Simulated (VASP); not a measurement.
# TaN (P6_3mc) in VASP: further runs

TaN is run at these levels: PBE; tasks: single point.

Everything below comes from runs of VASP 6.6.1. Logs are shortened: lines on timing, memory, paths and dates and some standing lists are left out, and cuts for length are marked.

## (1) The cell of the first run

It takes space group P6_3mc (No. 186, hexagonal). Conventional cell: a = 3.020 Å, b = 3.020 Å, c = 4.940 Å, α = 90.00°, β = 90.00°, γ = 120.00°. Within 2.4 Å of Ta (site symmetry 3m) lie 4 N at 1.83 to 1.90 Å. Within 2.4 Å of N (site symmetry 3m) lie 4 Ta at 1.83 to 1.90 Å.

## (2) Single point, PBE (equal xx and yy strain of -1 %)

The input, INCAR:

```
SYSTEM = TaN
PREC = Accurate
ENCUT = 520
EDIFF = 1E-6
ISMEAR = -1
SIGMA = 0.01
LREAL = .FALSE.
LASPH = .TRUE.
NELM = 100
ALGO = Normal
ISIF = 2
LWAVE = .FALSE.
LCHARG = .FALSE.
GGA = PE
NBANDS = 24
```

The input, KPOINTS:

```
Automatic mesh
0
G
  9 9 5
  0 0 0
```

The input, POSCAR:

```
TaN
1.0
    3.0195010796      0.0000000000      0.0000000000
   -1.5097505398      2.6149646417      0.0000000000
    0.0000000000      0.0000000000      4.9400000000
Ta N
2 2
Direct
    0.3333333333      0.6666666667      0.0000000000
    0.6666666667      0.3333333333      0.5000000000
    0.3333333333      0.6666666667      0.3850000000
    0.6666666667      0.3333333333      0.8850000000
```

Potentials or basis: VASP PAW PBE potentials, release 64 (Ta_pv, N).

Started as:

```console
$ cat potpaw_PBE.64/Ta_pv/POTCAR potpaw_PBE.64/N/POTCAR > POTCAR
$ mpirun -np 1 vasp_std > vasp.out
```

OUTCAR:

```text
SYSTEM = TaN
   PREC = Accurate
   ENCUT = 520
   EDIFF = 1E-6
   ISMEAR = -1
   LREAL = .FALSE.
   LASPH = .TRUE.
   NELM = 100
   ISIF = 2
   GGA = PE

 ion  position               nearest neighbor table
   1  0.333  0.667  0.000-   4 1.83   4 1.83   4 1.83   3 1.90   2 3.02   2 3.02   2 3.02   2 3.02
                             2 3.02   2 3.02
   2  0.667  0.333  0.500-   3 1.83   3 1.83   3 1.83   4 1.90   1 3.02   1 3.02   1 3.02   1 3.02
                             1 3.02   1 3.02
   3  0.333  0.667  0.385-   2 1.83   2 1.83   2 1.83   1 1.90
   4  0.667  0.333  0.885-   1 1.83   1 1.83   1 1.83   2 1.90

  LATTYP: Found a hexagonal cell.
 ALAT       =     3.0195010796
 C/A-ratio  =     1.6360318708

  Lattice vectors:

 A1 = (   3.0195010796,   0.0000000000,   0.0000000000)
 A2 = (  -1.5097505398,   2.6149646417,   0.0000000000)
 A3 = (   0.0000000000,   0.0000000000,   4.9400000000)

Analysis of symmetry for initial positions (statically):
=====================================================================
 Subroutine PRICEL returns:
 Original cell was already a primitive cell.

 Routine SETGRP: Setting up the symmetry group for a
 hexagonal supercell.

 Subroutine GETGRP returns: Found 12 space group operations
 (whereof  6 operations were pure point group operations)
 out of a pool of 24 trial point group operations.

The static configuration has the point symmetry C_3v.
 The point group associated with its full space group is C_6v.

Analysis of symmetry for dynamics (positions and initial velocities):
=====================================================================
 Subroutine PRICEL returns:
 Original cell was already a primitive cell.

 Routine SETGRP: Setting up the symmetry group for a
 hexagonal supercell.

 Subroutine GETGRP returns: Found 12 space group operations
 (whereof  6 operations were pure point group operations)
 out of a pool of 24 trial point group operations.

The dynamic configuration has the point symmetry C_3v.
 The point group associated with its full space group is C_6v.

 Subroutine INISYM returns: Found 12 space group operations
 (whereof  6 operations are pure point group operations),
 and found     1 'primitive' translations

----------------------------------------------------------------------------------------

                                     Primitive cell

  volume of cell :      39.0057

  direct lattice vectors                    reciprocal lattice vectors
     3.019501080  0.000000000  0.000000000     0.331180541  0.191207174  0.000000000
    -1.509750540  2.614964642  0.000000000     0.000000000  0.382414349  0.000000000
     0.000000000  0.000000000  4.940000000     0.000000000  0.000000000  0.202429150

  length of vectors
     3.019501080  3.019501080  4.940000000     0.382414349  0.382414349  0.202429150

  position of ions in fractional coordinates (direct lattice)
     0.333333333  0.666666667  0.000000000
     0.666666667  0.333333333  0.500000000
     0.333333333  0.666666667  0.385000000
     0.666666667  0.333333333  0.885000000

  ion indices of the primitive-cell ions
   primitive index   ion index
                 1           1
                 2           2
                 3           3
                 4           4

----------------------------------------------------------------------------------------

 KPOINTS: Automatic mesh

Automatic generation of k-mesh.
 Grid dimensions read from file:
 generate k-points for:    9    9    5

 Generating k-lattice:

  Cartesian coordinates                     Fractional coordinates (reciprocal lattice)
     0.036797838  0.021245242  0.000000000     0.111111111 -0.000000000  0.000000000
     0.000000000  0.042490483  0.000000000     0.000000000  0.111111111  0.000000000
     0.000000000  0.000000000  0.040485830     0.000000000  0.000000000  0.200000000

  Length of vectors
     0.042490483  0.042490483  0.040485830

  Shift w.r.t. Gamma in fractional coordinates (k-lattice)
     0.000000000  0.000000000  0.000000000

 Subroutine IBZKPT returns following result:
 ===========================================

 Found     36 irreducible k-points:

 Following reciprocal coordinates:
            Coordinates               Weight
  0.000000  0.000000  0.000000      1.000000
  0.111111  0.000000  0.000000      6.000000
  0.222222  0.000000  0.000000      6.000000
  0.333333  0.000000  0.000000      6.000000
  0.444444  0.000000  0.000000      6.000000
  0.111111  0.111111  0.000000      6.000000
[... 16 lines left out ...]
  0.333333  0.222222  0.200000     24.000000
  0.333333  0.333333  0.200000      4.000000
 [... further k-points ...]
   k-points           NKPTS =     36   k-points in BZ     NKDIM =     36   number of bands    NBANDS=     24
   number of dos      NEDOS =    301   number of ions     NIONS =      4
   total plane-waves  NPLWV =  23040
   dimension x,y,z NGX =    24 NGY =   24 NGZ =   40
   dimension x,y,z NGXF=    48 NGYF=   48 NGZF=   80
   ions per type =               2   2
   NGX,Y,Z   is equivalent  to a cutoff of  13.21, 13.21, 13.46 a.u.
   NGXF,Y,Z  is equivalent  to a cutoff of  26.43, 26.43, 26.92 a.u.
 SYSTEM =  TaN
   PREC   = accura    normal or accurate (medium, high low for compatibility)
   ISTART =      0    job   : 0-new  1-cont  2-samecut
   ICHARG =      2    charge: 1-file 2-atom 10-const
   ISPIN  =      1    spin polarized calculation?
   LNONCOLLINEAR =      F non collinear calculations
   LSORBIT =      F    spin-orbit coupling
   LASPH  =      T    aspherical Exc in radial PAW
   ENCUT  =  520.0 eV  38.22 Ry    6.18 a.u.   5.61  5.61  9.19*2*pi/ulx,y,z
   NELM   =    100;   NELMIN=  2; NELMDL= -5     # of ELM steps
   EDIFF  = 0.1E-05   stopping-criterion for ELM
   LREAL  =      F    real-space projection
   EDIFFG = 0.1E-04   stopping-criterion for IOM
   NSW    =      0    number of steps for IOM
   IBRION =     -1    ionic relax: 0-MD 1-quasi-New 2-CG
   NFREE  =      0    steps in history (QN), initial steepest desc. (CG)
   ISIF   =      2    stress and relaxation
   ISYM   =      2    0-nonsym 1-usesym 2-fastsym
   POTIM  = 0.5000    time-step for ionic-motion
   TEBEG  =    0.0;   TEEND  =   0.0 temperature during run
   PSTRESS=    0.0 pullay stress
   NELECT =      32.0000    total number of electrons
   NUPDOWN=      -1.0000    fix difference up-down
   EMIN   =  10.00;   EMAX   =-10.00  energy-range for DOS
   EFERMI =   0.00;   METHOD = LEGACY
   ISMEAR =    -1;   SIGMA  =   0.01  broadening in eV -4-tet -1-fermi 0-gaus
   EFERMI_NEDOS =   21; number of points for ismear=-14 and -15
   IALGO  =     38    algorithm
   IMIX   =      4    mixing-type and parameters
     AMIX     =   0.40;   BMIX     =  1.00
     AMIX_MAG =   1.60;   BMIX_MAG =  1.00
  volume/ion in A,a.u.               =       9.75        65.81
  Fermi-wavevector in a.u.,A,eV,Ry     =   1.532553  2.896105 31.956258  2.348719
  Thomas-Fermi vector in A             =   2.639743
   LORBIT       =      0    0 simple, 1 ext, 2 COOP (PROOUT), +10 PAW based schemes
   GGA     = PE    functional components
   LHFCALC =     F    Hartree Fock is set to
   AEXX    =    0.0000 exact exchange contribution
   IVDW    =     0    specifies the selected vdW correction
   LEPSILON=     F    determine dielectric tensor
   LRPA    =     F    only Hartree local field effects (RPA)
 non-spin polarized calculation
  energy-cutoff  :      520.00
  volume of cell :       39.01
 maximum number of plane-waves:      1087
 NGX is ok and might be reduce to    24
   NGX = 11   NGY = 11   NGZ = 19

 number of electron      31.9999999 magnetization

 Free energy of the ion-electron system (eV)
  ---------------------------------------------------
  ext. energy  EPLUGINS =         0.00000000
  ---------------------------------------------------
  free energy    TOTEN  =       -36.87617093 eV

  energy without entropy =      -36.87531048  energy(sigma->0) =      -36.87574070

 E-fermi :  10.0472     XC(G=0): -13.6565

 val. band max:       10.0451992574   @ k =   0.1111   0.1111   0.4000
 cond. band min:      10.0588962583   @ k =   0.1111   0.0000   0.4000
 fundamental gap:      0.0136970009
 Fermi energy:        10.0471541567

 k-point     1 :       0.0000    0.0000    0.0000
  band No.  band energies     occupation
      1     -26.1297      2.00000
      2     -24.9733      2.00000
      3     -24.9733      2.00000
      4     -24.7784      2.00000
      5     -24.7784      2.00000
      6     -24.7048      2.00000
[... 16 lines left out ...]
     23      16.8291      0.00000
     24      16.8291      0.00000

 k-point     2 :       0.1111    0.0000    0.0000
  band No.  band energies     occupation
      1     -26.0836      2.00000
      2     -25.1127      2.00000
      3     -25.0130      2.00000
      4     -24.9374      2.00000
      5     -24.8019      2.00000
      6     -24.7253      2.00000
[... 16 lines left out ...]
     23      16.8526      0.00000
     24      17.3647      0.00000

 k-point     3 :       0.2222    0.0000    0.0000
  band No.  band energies     occupation
      1     -25.9704      2.00000
      2     -25.4422      2.00000
      3     -25.3103      2.00000
      4     -25.1099      2.00000
      5     -24.8634      2.00000
      6     -24.7887      2.00000
[... 16 lines left out ...]
     23      17.3402      0.00000
     24      18.7487      0.00000
[... 514 lines left out ...]
 k-point    23 :       0.3333    0.2222    0.2000
  band No.  band energies     occupation
      1     -26.0652      2.00000
      2     -25.9735      2.00000
      3     -25.5472      2.00000
      4     -25.2956      2.00000
      5     -25.2389      2.00000
      6     -25.0323      2.00000
[... 16 lines left out ...]
     23      17.4684      0.00000
     24      17.9810      0.00000

 k-point    24 :       0.3333    0.3333    0.2000
  band No.  band energies     occupation
      1     -25.9757      2.00000
      2     -25.9757      2.00000
      3     -25.6939      2.00000
      4     -25.3868      2.00000
      5     -25.1388      2.00000
      6     -25.1388      2.00000
[... 16 lines left out ...]
     23      17.9541      0.00000
     24      17.9541      0.00000

 [... further k-points ...]

------------------------ aborting loop because EDIFF is reached ----------------------------------------

  FORCE on cell =-STRESS in cart. coord.  units (eV):
  Direction    XX          YY          ZZ          XY          YZ          ZX
  --------------------------------------------------------------------------------------
  -------------------------------------------------------------------------------------
  Total       40.8316786     40.8316786     32.5860982     -0.0000000      0.0000000      0.0000000
  in kB     1677.1807068   1677.1807068   1338.4895522     -0.0000000      0.0000000      0.0000000
  external PRESSURE =    1564.2836553 kB  Pullay stress =       0.0000000 kB

 VOLUME and BASIS-vectors are now :
 -----------------------------------------------------------------------------
  energy-cutoff  :      520.00
  volume of cell :       39.01
      direct lattice vectors                 reciprocal lattice vectors
     3.019501080  0.000000000  0.000000000     0.331180541  0.191207174  0.000000000
    -1.509750540  2.614964642  0.000000000     0.000000000  0.382414349  0.000000000
     0.000000000  0.000000000  4.940000000     0.000000000  0.000000000  0.202429150

 POSITION                                       TOTAL-FORCE (eV/Angst)
 -----------------------------------------------------------------------------------
     -0.00000      1.74331      0.00000         0.000000      0.000000      2.975775
      1.50975      0.87165      2.47000        -0.000000     -0.000000      2.975775
     -0.00000      1.74331      1.90190        -0.000000      0.000000     -2.975775
      1.50975      0.87165      4.37190         0.000000     -0.000000     -2.975775
 -----------------------------------------------------------------------------------
    total drift:                               -0.000000      0.000000      0.001488

  FREE ENERGIE OF THE ION-ELECTRON SYSTEM (eV)
  ---------------------------------------------------
  free  energy   TOTEN  =       -36.8761709251 eV

  energy  without entropy=      -36.8753104844  energy(sigma->0) =      -36.87574070
```

Wall time 40 s (1 thread of Intel Xeon 8259CL, shared host); peak memory 0.18 GiB.

What came out:

```
Free energy            : -36.8762 eV
Pressure               : 156.4 GPa
Largest force          : 2.976 eV/Å
Band gap on the k mesh : zero (band 16 reaches 10.61 eV, above the bottom of band 17 at 8.31 eV)
```

Forces in eV/Å, atoms in the order of the input:
```
Ta   0.000  0.000  2.976
Ta   0.000  0.000  2.976
N    0.000  0.000 -2.976
N    0.000  0.000 -2.976
```

Caveat: the cell differs from its parent crystal (equal xx and yy strain of -1 %); spin-orbit coupling is left out, which moves the levels of the heavy elements; forces of over 1 eV/Å act on the atoms, so gaps and moduli don't describe the material at rest.

## (3) Single point, PBE (equal xx and yy strain of +2 %)

The input, INCAR:

```
SYSTEM = TaN
  ALGO = Normal
  EDIFF = 1E-7
  ENCUT = 520
  GGA = PE
  ISIF = 2
  ISMEAR = -1
  LASPH = .True.
  LCHARG = .False.
  LREAL = .False.
  LWAVE = .False.
  NBANDS = 24
  NELM = 60
  PREC = Accurate
  SIGMA = 0.01
```

The input, KPOINTS:

```
k-points
0
Gamma
  9 9 5
  0 0 0
```

POSCAR: that of step 2 with these lines changed.

```diff
@@ -2,4 +2,4 @@
 1.0
-    3.0195010796      0.0000000000      0.0000000000
-   -1.5097505398      2.6149646417      0.0000000000
+    3.1110011123      0.0000000000      0.0000000000
+   -1.5555005562      2.6942059945      0.0000000000
     0.0000000000      0.0000000000      4.9400000000
```

Potentials or basis: VASP PAW PBE potentials, release 64 (Ta_pv, N).

Started as:

```console
$ cat potpaw_PBE.64/Ta_pv/POTCAR potpaw_PBE.64/N/POTCAR > POTCAR
$ mpirun -np 1 vasp_std > vasp.out
```

It took 46 s on 1 thread of Intel Xeon 8259CL, shared host; peak memory 0.18 GiB.

Results (log left out):

```yaml
Free_energy: -38.9830 eV
Pressure: 111.9 GPa
Largest_force: 1.204 eV/Å
Band_gap_on_the_k_mesh: zero (band 16 reaches 9.86 eV, above the bottom of band 17 at 7.80 eV)
```

Forces on the atoms (eV/Å):
```
Ta   0.000  0.000  1.204
Ta   0.000  0.000  1.204
N    0.000  0.000 -1.204
N    0.000  0.000 -1.204
```

Stress tensor (GPa, compression positive):
```
115.74   0.00   0.00
  0.00 115.74   0.00
  0.00   0.00 104.13
```

Levels at points of the mesh, in eV from the Fermi level:
| k point | band 14 | band 15 | band 16 | band 17 | band 18 | band 19 |
| --- | --- | --- | --- | --- | --- | --- |
| (0.00, 0.00, 0.00) | -7.37 | -0.90 | -0.90 | -0.42 | 1.92 | 2.53 |

Caveat: the cell differs from its parent crystal (equal xx and yy strain of +2 %); spin-orbit coupling is left out, which moves the levels of the heavy elements; forces of over 1 eV/Å act on the atoms, so gaps and moduli don't describe the material at rest.
